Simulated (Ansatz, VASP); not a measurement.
# Two plane-wave programs on BaTiO3

The input POSCAR:

```
BaTiO3
1.0
    3.9988000000      0.0000000000      0.0000000000
    0.0000000000      3.9988000000      0.0000000000
    0.0000000000      0.0000000000      4.0222000000
Ba Ti O
1 1 3
Direct
    0.0000000000      0.0000000000      0.0000000000
    0.5000000000      0.5000000000      0.5021000000
    0.5000000000      0.5000000000      0.9847000000
    0.5000000000      0.0000000000      0.5130000000
    0.0000000000      0.5000000000      0.5130000000
```

The input INCAR.step1:

```
PREC = Accurate
ENCUT = 520
ISMEAR = -1
SIGMA = 0.05
LREAL = F
LASPH = T
NELM = 150
ISPIN = 2
MAGMOM = 0 1 0 0 0
LMAXMIX = 4
LDAU = T
LDAUTYPE = 2
LDAUL = -1 2 -1
LDAUU = 0 3 0
LDAUJ = 0 0 0
NBANDS = 32
GGA = PE
ALGO = Normal
EDIFF = 1E-4
LWAVE = T
LCHARG = F
```

The input INCAR.step2:

```
PREC = Accurate
ENCUT = 520
EDIFF = 1E-6
ISMEAR = -1
SIGMA = 0.05
LREAL = F
LASPH = T
NELM = 150
ALGO = Normal
ISIF = 2
LWAVE = F
LCHARG = F
ISPIN = 2
MAGMOM = 0 1 0 0 0
LORBIT = 11
LMAXMIX = 4
LDAU = T
LDAUTYPE = 2
LDAUL = -1 2 -1
LDAUU = 0 3 0
LDAUJ = 0 0 0
LDAUPRINT = 1
METAGGA = R2SCAN
LMIXTAU = T
NBANDS = 32
ISTART = 1
```

File KPOINTS:

```
Automatic mesh
0
Gamma
  5 5 5
```

Input for Ansatz:

```yaml
crystal:
  lattice:
    - [3.9988, 0.0, 0.0]
    - [0.0, 3.9988, 0.0]
    - [0.0, 0.0, 4.0222]
  atoms:
    - { symbol: Ba, position: [0.0, 0.0, 0.0] }
    - { symbol: Ti, position: [0.5, 0.5, 0.5021], spin: 1.0 }
    - { symbol: O, position: [0.5, 0.5, 0.9847] }
    - { symbol: O, position: [0.5, 0.0, 0.513] }
    - { symbol: O, position: [0.0, 0.5, 0.513] }
magnetization:
  spin_polarized: true
hamiltonian:
  xc: r2scan
  pseudopotentials: { kind: paw }
  hubbard: { sites: [{ species: Ti, l: d, u_eff: 3.0 }] }
basis:
  ecutwfc: 500
kpoints:
  mp_grid: { grid: [5, 5, 5] }
scf:
  occupations: { method: fermi_dirac, width: 0.05 }
  lower_state_search: "off"
output:
  forces: true
  stress: true
```

Alike in both runs: task single point; functional r2SCAN; k mesh 5 × 5 × 5; occupations fermi-dirac, width 0.05 eV; collinear spin; Hubbard terms Ti d U = 3.0 eV.

|  | VASP | Ansatz |
| --- | --- | --- |
| version | VASP 6.6.1 | Ansatz 0.2.0 |
| potentials or method | VASP PAW PBE potentials, release 64 (Ba_sv, Ti_sv, O), cutoff 520 eV | PAW, plane waves, scalar-relativistic |
| valence electrons in the cell | 40 | 40 |

Ansatz gave:

| Quantity | Value |
| --- | --- |
| pressure (GPa) | -0.3 |
| traceless stress, the component that is largest in VASP (GPa) | -0.49 |
| rms of the force components (eV/Å) | 0.315 |
| net moment per atom (μB) | 0.00 |

Problem. Which values does VASP return?

Solution. Pressure (GPa): 3.1; traceless stress, the component that is largest in VASP (GPa): -0.47; rms of the force components (eV/Å): 0.343; net moment per atom (μB): 0.00.

VASP's potentials were made for PBE, not for r2SCAN. The programs project onto different local orbitals, so the same U acts differently, and such runs can settle in different states. Atom by atom the forces differ by 0.081 eV/Å (rms over components). Ansatz's warnings: seeded moment not kept, stability check not made.

Spin-orbit coupling is off throughout.
